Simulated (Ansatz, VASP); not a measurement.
**Two plane-wave programs on Ru**

```
CELL_PARAMETERS angstrom
2.70783 0.00000 0.00000
-1.35391 2.34505 0.00000
0.00000 0.00000 4.26810
ATOMIC_POSITIONS crystal
Ru 0.33333 0.66667 0.25000
Ru 0.66667 0.33333 0.75000
```

Alike in both runs: task relaxation of cell and atoms; functional PBE; k mesh 18 × 18 × 10; occupations gaussian, width 0.1 eV; no spin polarisation.

```csv
,VASP,Ansatz
version,VASP 6.6.1,Ansatz 0.2.0
potentials or method,"VASP PAW PBE potentials, release 64 (Ru_pv), cutoff 600 eV","scalar-relativistic, plane waves, PAW"
valence electrons in the cell,28,32
```

Ansatz gave:

| Item | Value |
| --- | --- |
| gap on the k mesh at the Fermi level, each at its own relaxed structure (eV) | none |
| relaxed volume (Å³/atom) | 13.77 |
| relaxed length of the cell vector where the two differ most in proportion (Å) | 2.720 |

**Question.** What did VASP give for the same quantities?

**Answer.** gap on the k mesh at the Fermi level, each at its own relaxed structure (eV): none; relaxed volume (Å³/atom): 13.76; relaxed length of the cell vector where the two differ most in proportion (Å): 2.719.

A gap of «none» marks a metal or a gap that the smearing closes. VASP's potentials hold 28 valence electrons a cell and Ansatz's 32, so a difference there can come from the potentials and not from the codes.
